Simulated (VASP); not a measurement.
Write the native input for VASP 6.6.1 that does the following.

| Item | Value |
| --- | --- |
| Task | single point |
| Functional | LDA |
| Potentials or basis | VASP PAW LDA potentials, release 64 (Al) |
| Cutoff | 520 eV |
| k mesh | 14 × 14 × 14 |
| Occupations | methfessel-paxton, width 0.6 eV |
| Spin | no spin polarisation |
| Dipole correction | no |
| Further INCAR settings | ALGO = Normal; EDIFF = 1e-06; NBANDS = 8 |

The structure of Al lies in POSCAR:

```
Al
1.0
    0.0000000000      1.9916090303      1.9916090303
    1.9916090303      0.0000000000      1.9916090303
    1.9916090303      1.9916090303      0.0000000000
Al
1
Direct
    0.0000000000      0.0000000000      0.0000000000
```

These files were run (other wordings do the same):

INCAR

```
SYSTEM = Al
PREC     = Accurate       ! precision mode
ENCUT    = 520            ! plane-wave cutoff, eV
EDIFF    = 1E-6           ! SCF threshold, eV
ISMEAR   = 1              ! smearing method
SIGMA    = 0.6            ! smearing width, eV
LREAL    = .False.        ! projectors in reciprocal space
LASPH    = .True.         ! aspherical terms in the spheres
NELM     = 100            ! most SCF steps
ALGO     = Normal         ! electronic algorithm
ISIF     = 2              ! what is computed and relaxed
LWAVE    = .False.        ! write WAVECAR
LCHARG   = .False.        ! write CHGCAR
NBANDS   = 8              ! bands
```

KPOINTS

```
Automatic mesh
0
Gamma
  14 14 14
  0 0 0
```

Potentials or basis: VASP PAW LDA potentials, release 64 (Al).

Run with:

```console
$ cat potpaw_LDA.64/Al/POTCAR > POTCAR
$ mpirun -np 1 vasp_std > vasp.out
```

Results of the run:

```yaml
Pressure: 0.0 GPa
```

Run time: 5.7 s on 1 thread of AMD EPYC 9R45 96-Core Processor (Zen 5), with other jobs on the host, peak memory 0.09 GiB.
